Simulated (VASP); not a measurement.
Write the native input for VASP 6.6.1 that does the following.

```yaml
Task: single point
Functional: HSE06
Potentials_or_basis: VASP PAW PBE potentials, release 64 (Hf_pv, S)
Cutoff: 400 eV
k_mesh: 6 × 6 × 4
Occupations: gaussian, width 0.01 eV
Spin: no spin polarisation
Dipole_correction: no
Grid_for_exact_exchange_PRECFOCK: Normal
Further_INCAR_settings: ALGO = Normal; EDIFF = 1e-06; NBANDS = 18
Share_of_exact_exchange: 0.25
Screening_parameter: 0.2079 1/Å
```

Crystal: HfS2.

```xyz
3
Lattice="3.4851 0.0000 0.0000 -1.7425 3.0182 0.0000 0.0000 0.0000 5.6432" Properties=species:S:1:pos:R:3 pbc="T T T"
Hf    0.0000    0.0000    0.0000
S     0.0000    2.0121    1.4872
S     1.7425    1.0061    4.1561
```

This cell differs from its parent crystal: strain -4.0%.

The input as run:

POSCAR

```
HfS2
1.0
    3.4850841201      0.0000000000      0.0000000000
   -1.7425420600      3.0181713824      0.0000000000
    0.0000000000      0.0000000000      5.6432238246
Hf S
1 2
Direct
    0.0000000000      0.0000000000      0.0000000000
    0.3333333333      0.6666666667      0.2635290623
    0.6666666667      0.3333333333      0.7364709377
```

INCAR.step1

```
PREC = Accurate ; ENCUT = 400
EDIFF = 1E-5 ; ISMEAR = 0
SIGMA = 0.01 ; LREAL = F
LASPH = T ; NELM = 120
ALGO = Normal ; ISIF = 2
LWAVE = T ; LCHARG = F
NBANDS = 18 ; GGA = PE
GGA_COMPAT = F
```

INCAR.step2

```
PREC = Accurate ; ENCUT = 400
EDIFF = 1E-6 ; ISMEAR = 0
SIGMA = 0.01 ; LREAL = F
LASPH = T ; NELM = 120
ALGO = Normal ; ISIF = 2
LWAVE = F ; LCHARG = F
GGA = PE ; LHFCALC = T
HFSCREEN = 0.2079 ; PRECFOCK = Normal
NBANDS = 18 ; ISTART = 1
GGA_COMPAT = F
```

KPOINTS

```
Automatic mesh
0
Gamma
  6 6 4
```

Potentials or basis: VASP PAW PBE potentials, release 64 (Hf_pv, S).

The run is started by

```console
$ cat potpaw_PBE.64/Hf_pv/POTCAR potpaw_PBE.64/S/POTCAR > POTCAR
$ cp INCAR.step1 INCAR
$ mpirun -np 1 vasp_std > vasp.out
$ cp INCAR.step2 INCAR
$ mpirun -np 1 vasp_std > vasp.out
```

Results of the run:

* Pressure: 7.4 GPa
* Largest force: 0.186 eV/Å
* Band gap on the k mesh: 1.19 eV (least direct gap 2.34 eV)

Caveat: the cell differs from its parent crystal (strain -4.0%); the stress differs along the axes, from 4 to 9 GPa; the PAW data sets were made with another functional, which shifts forces and pressure a little; spin-orbit coupling is left out, which moves the levels of the heavy elements.

It took 29 min on 1 thread of AMD EPYC 7R13 Processor (Zen 3), with other jobs on the host, peak memory 0.25 GiB.
